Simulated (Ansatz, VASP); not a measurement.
## InGaC6N6 in VASP and in Ansatz

INCAR

```
  PREC = Accurate
  ENCUT = 520
  EDIFF = 1E-6
  ISMEAR = 0
  SIGMA = 0.1
  LREAL = False
  LASPH = True
  NELM = 60
  ALGO = Normal
  ISIF = 2
  LWAVE = False
  LCHARG = False
  GGA = PE
  NBANDS = 53
```

The input KPOINTS:

```
Automatic mesh
0
Gamma
  4 4 4
```

File POSCAR:

```
InGaC6N6
1.0
    0.0000000000      5.1560000000      5.1560000000
    5.1560000000      0.0000000000      5.1560000000
    5.1560000000      5.1560000000      0.0000000000
In Ga C N
1 1 6 6
Direct
    0.0000000000      0.0000000000      0.0000000000
    0.5000000000      0.5000000000      0.5000000000
    0.8059542300      0.1940457700      0.1940457700
    0.1940457700      0.8059542300      0.1940457700
    0.1940457700      0.1940457700      0.8059542300
    0.1940457700      0.8059542300      0.8059542300
    0.8059542300      0.1940457700      0.8059542300
    0.8059542300      0.8059542300      0.1940457700
    0.6924941800      0.3075058200      0.3075058200
    0.3075058200      0.6924941800      0.3075058200
    0.3075058200      0.3075058200      0.6924941800
    0.3075058200      0.6924941800      0.6924941800
    0.6924941800      0.3075058200      0.6924941800
    0.6924941800      0.6924941800      0.3075058200
```

Input for Ansatz:

```yaml
crystal:
  lattice:
    - [0.0, 5.156, 5.156]
    - [5.156, 0.0, 5.156]
    - [5.156, 5.156, 0.0]
  atoms:
    - { symbol: In, position: [0.0, 0.0, 0.0] }
    - { symbol: Ga, position: [0.5, 0.5, 0.5] }
    - { symbol: C, position: [0.80595423, 0.19404577, 0.19404577] }
    - { symbol: C, position: [0.19404577, 0.80595423, 0.19404577] }
    - { symbol: C, position: [0.19404577, 0.19404577, 0.80595423] }
    - { symbol: C, position: [0.19404577, 0.80595423, 0.80595423] }
    - { symbol: C, position: [0.80595423, 0.19404577, 0.80595423] }
    - { symbol: C, position: [0.80595423, 0.80595423, 0.19404577] }
    - { symbol: "N", position: [0.69249418, 0.30750582, 0.30750582] }
    - { symbol: "N", position: [0.30750582, 0.69249418, 0.30750582] }
    - { symbol: "N", position: [0.30750582, 0.30750582, 0.69249418] }
    - { symbol: "N", position: [0.30750582, 0.69249418, 0.69249418] }
    - { symbol: "N", position: [0.69249418, 0.30750582, 0.69249418] }
    - { symbol: "N", position: [0.69249418, 0.69249418, 0.30750582] }
basis:
  ecutwfc: 420
kpoints:
  mp_grid: { grid: [4, 4, 4] }
hamiltonian:
  xc: pbe
scf:
  occupations: { method: gaussian, width: 0.1 }
  lower_state_search: "off"
output:
  forces: true
  stress: true
  eigenvalues: true
```

Alike in both runs: task single point; functional PBE; k mesh 4 × 4 × 4; occupations gaussian, width 0.1 eV; no spin polarisation.

|  | VASP | Ansatz |
| --- | --- | --- |
| version | VASP 6.6.1 | Ansatz 0.2.0 |
| potentials or method | VASP PAW PBE potentials, release 64 (In_d, Ga_d, C, N), cutoff 520 eV | scalar-relativistic, plane waves, PAW |
| valence electrons in the cell | 80 | 80 |

|  | VASP | Ansatz | Ansatz less VASP |
| --- | --- | --- | --- |
| gap on the k mesh at the Fermi level (eV) | 3.57 | 3.58 | +0.011 |
| least direct gap on the mesh (eV) | 3.59 | 3.60 | +0.011 |
| pressure (GPa) | 15.0 | 14.7 | -0.34 |
| rms of the force components (eV/Å) | 2.312 | 2.486 | +0.1743 |

Atom by atom the forces differ by 0.205 eV/Å (rms over components). With one functional, cell and mesh, what is left measures potentials, basis and numerics.

Noted on VASP's run: the standard files for N, O and F lose accuracy on very short bonds.
